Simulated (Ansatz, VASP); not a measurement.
## One calculation of CdSe, two programs

```
Cd Se
1.0
     4.30098    0.00000    0.00000
    -2.15049    3.72476    0.00000
     0.00000    0.00000    6.98744
Cd Se
2 2
Direct
  0.33333 0.66667 0.00416
  0.66667 0.33333 0.50416
  0.33333 0.66667 0.38084
  0.66667 0.33333 0.88084
```

Change from the starting cell: z stretched by -0.5 %, x and y held.

Alike in both runs: functional PBEsol; k mesh 6 × 6 × 4; no spin polarisation.

Ansatz relaxed the structure, and its values are those at the end. VASP's run is a single point on that final structure, the one shown.

|  | VASP | Ansatz |
| --- | --- | --- |
| version | VASP 6.6.1 | Ansatz 0.2.0 |
| potentials or method | VASP PAW PBE potentials, release 64 (Cd, Se), cutoff 520 eV | all-electron LAPW, scalar-relativistic |
| occupations | gaussian, width 0.01 eV | fixed |

```csv
,VASP,Ansatz,Ansatz less VASP
gap on the k mesh at the Fermi level (eV),0.56,0.56,-0.001
pressure (GPa),0.6,0.3,-0.33
```

VASP's potentials were made for PBE, not for PBEsol. Ansatz ran all-electron here, and VASP with PAW potentials.
